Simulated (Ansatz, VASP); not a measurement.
SnTe: VASP beside Ansatz

Contents of POSCAR:

```
SnTe
1.0
    0.0000000000      3.1856686546      3.1856686546
    3.1856686546      0.0000000000      3.1856686546
    3.1856686546      3.1856686546      0.0000000000
Sn Te
1 1
Direct
    0.5000000000      0.5000000000      0.5000000000
    0.0000000000      0.0000000000      0.0000000000
```

INCAR.step1

```
SYSTEM = SnTe
PREC = Accurate
ENCUT = 550
ISMEAR = 0
SIGMA = 0.05
LREAL = .FALSE.
LASPH = .TRUE.
NELM = 120
NBANDS = 17
GGA = PE
ALGO = Normal
EDIFF = 1E-5
LWAVE = .TRUE.
LCHARG = .FALSE.
GGA_COMPAT = .FALSE.
```

File INCAR.step2:

```
SYSTEM = SnTe
PREC = Accurate
ENCUT = 550
EDIFF = 1E-6
ISMEAR = 0
SIGMA = 0.05
LREAL = .FALSE.
LASPH = .TRUE.
NELM = 120
ALGO = Normal
ISIF = 2
LWAVE = .FALSE.
LCHARG = .TRUE.
METAGGA = R2SCAN
LMIXTAU = .TRUE.
LELF = .TRUE.
LVHAR = .TRUE.
NBANDS = 17
ISTART = 1
GGA_COMPAT = .FALSE.
```

The input KPOINTS:

```
regular mesh
0
G
  10 10 10
  0 0 0
```

Input for Ansatz:

```yaml
crystal:
  lattice:
    - [0.0, 3.1856686546, 3.1856686546]
    - [3.1856686546, 0.0, 3.1856686546]
    - [3.1856686546, 3.1856686546, 0.0]
  atoms:
    - { symbol: Sn, position: [0.5, 0.5, 0.5] }
    - { symbol: Te, position: [0.0, 0.0, 0.0] }
basis:
  ecutwfc: 500
  ecutrho_ratio: 4
kpoints:
  mp_grid: { grid: [10, 10, 10] }
hamiltonian:
  xc: r2scan
scf:
  occupations: { method: gaussian, width: 0.05 }
output:
  forces: true
  stress: true
  eigenvalues: true
```

Alike in both runs: task single point; functional r2SCAN; k mesh 10 × 10 × 10; occupations gaussian, width 0.05 eV; no spin polarisation.

|  | VASP | Ansatz |
| --- | --- | --- |
| version | VASP 6.6.1 | Ansatz 0.2.0 |
| potentials or method | VASP PAW PBE potentials, release 64 (Sn_d, Te), cutoff 550 eV | scalar-relativistic, plane waves, PAW |
| valence electrons in the cell | 20 | 30 |

```csv
,VASP,Ansatz,Ansatz less VASP
gap on the k mesh at the Fermi level (eV),0.13,0.14,+0.002
least direct gap on the mesh (eV),0.13,0.14,+0.002
pressure (GPa),0.0,0.0,-0.01
```

VASP's potentials were made for PBE, not for r2SCAN. With one functional, cell and mesh, what is left measures potentials, basis and numerics. VASP's potentials hold 20 valence electrons a cell and Ansatz's 30, so a difference there can come from the potentials and not from the codes.

Neither program's run includes spin-orbit coupling.
